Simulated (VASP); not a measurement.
The system is AlRu.

```
Al Ru
1.0
     2.99160    0.00000    0.00000
     0.00000    2.99160    0.00000
     0.00000    0.00000    2.99160
Al Ru
1 1
Direct
  0.00000 0.00000 0.00000
  0.50000 0.50000 0.50000
```

Base run:

| Quantity | Value |
| --- | --- |
| Program | VASP 6.6.1 |
| Functional | PBE |
| Potentials or basis | VASP PAW PBE potentials, release 64 (Al, Ru_pv) |
| Cutoff | 520 eV |
| k mesh | 7 × 7 × 7 |
| Occupations | fermi-dirac, width 0.08 eV |
| Spin | no spin polarisation |

Its results: band gap on the k mesh zero (an odd number of electrons rules out a gap without spin polarisation); pressure 2.6 GPa.

Problem. After a change of settings the same cell gave: band gap on the k mesh zero (an odd number of electrons rules out a gap without spin polarisation); pressure 0.3 GPa. Which change was it?
A. k mesh from 7 × 7 × 7 to 4 × 4 × 4
B. k mesh from 7 × 7 × 7 to 20 × 20 × 20; further incar settings from ALGO = Normal; EDIFF = 1e-07; NBANDS = 16 to ALGO = Normal; EDIFF = 1e-06; NBANDS = 16
C. k mesh from 7 × 7 × 7 to 10 × 10 × 10

Solution. A.

Caveats: some runs use coarse meshes.
